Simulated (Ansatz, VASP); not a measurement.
## Ca in VASP and in Ansatz

INCAR

```
SYSTEM = Ca
PREC = Accurate
ENCUT = 520
EDIFF = 1E-6
ISMEAR = 0
SIGMA = 0.05
LREAL = .FALSE.
LASPH = .TRUE.
NELM = 80
ALGO = Normal
ISIF = 2
LWAVE = .FALSE.
LCHARG = .FALSE.
NBANDS = 11
```

The input KPOINTS:

```
regular mesh
0
G
  14 14 14
  0 0 0
```

File POSCAR:

```
Ca
1.0
    0.0000000000      2.7900000000      2.7900000000
    2.7900000000      0.0000000000      2.7900000000
    2.7900000000      2.7900000000      0.0000000000
Ca
1
Direct
    0.0000000000      0.0000000000      0.0000000000
```

Input for Ansatz:

```yaml
crystal:
  lattice:
    - [0.0, 2.79, 2.79]
    - [2.79, 0.0, 2.79]
    - [2.79, 2.79, 0.0]
  atoms:
    - { symbol: Ca, position: [0.0, 0.0, 0.0] }
basis:
  ecutwfc: 600
  ecutrho_ratio: 5
kpoints:
  mp_grid: { grid: [14, 14, 14] }
hamiltonian:
  xc: lda
scf:
  occupations: { method: gaussian, width: 0.05 }
output:
  forces: true
  stress: true
  eigenvalues: true
```

Alike in both runs: task single point; functional LDA; k mesh 14 × 14 × 14; occupations gaussian, width 0.05 eV; no spin polarisation.

|  | VASP | Ansatz |
| --- | --- | --- |
| version | VASP 6.6.1 | Ansatz 0.2.0 |
| potentials or method | VASP PAW LDA potentials, release 64 (Ca_sv), cutoff 520 eV | scalar-relativistic, plane waves, PAW |
| valence electrons in the cell | 10 | 10 |

```tsv
	VASP	Ansatz	Ansatz less VASP
pressure (GPa)	-2.1	-2.1	+0.02
```

LDA's correlation is that of Perdew and Zunger in VASP and of Perdew and Wang (1992) in Ansatz.
